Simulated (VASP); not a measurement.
Write the native input for VASP 6.6.1 that does the following.

| Item | Value |
| --- | --- |
| Task | single point |
| Functional | revPBE |
| Potentials or basis | VASP PAW PBE potentials, release 64 (B) |
| Cutoff | 520 eV |
| k mesh | 21 × 21 × 21 |
| Occupations | fermi-dirac, width 0.1 eV |
| Spin | no spin polarisation |
| Dipole correction | no |
| Further INCAR settings | ALGO = Normal; EDIFF = 1e-07; NBANDS = 8 |

The structure of B lies in POSCAR:

```
B
1.0
   -1.1110322006      1.1110322006      1.1110322006
    1.1110322006     -1.1110322006      1.1110322006
    1.1110322006      1.1110322006     -1.1110322006
B
1
Direct
    0.0000000000      0.0000000000      0.0000000000
```

This cell differs from its parent crystal: volume scaled by 0.88.

One way to write it, as run:

INCAR

```
PREC = Accurate
ENCUT = 520
EDIFF = 1E-7
ISMEAR = -1
SIGMA = 0.1
LREAL = F
LASPH = T
NELM = 100
ALGO = Normal
ISIF = 2
LWAVE = F
LCHARG = F
GGA = RE
NBANDS = 8
```

KPOINTS

```
regular mesh
0
Gamma
  21 21 21
```

Potentials or basis: VASP PAW PBE potentials, release 64 (B).

Launch:

```console
$ cat potpaw_PBE.64/B/POTCAR > POTCAR
$ mpirun -np 1 vasp_std > vasp.out
```

Results of the run:

```json
{"Pressure": "36.2 GPa"}
```

Caveat: the PAW data sets were made with another functional, which shifts forces and pressure a little.

It took 13 s on 1 thread of Intel Xeon 8259CL, with other jobs on the host, peak memory 0.11 GiB.
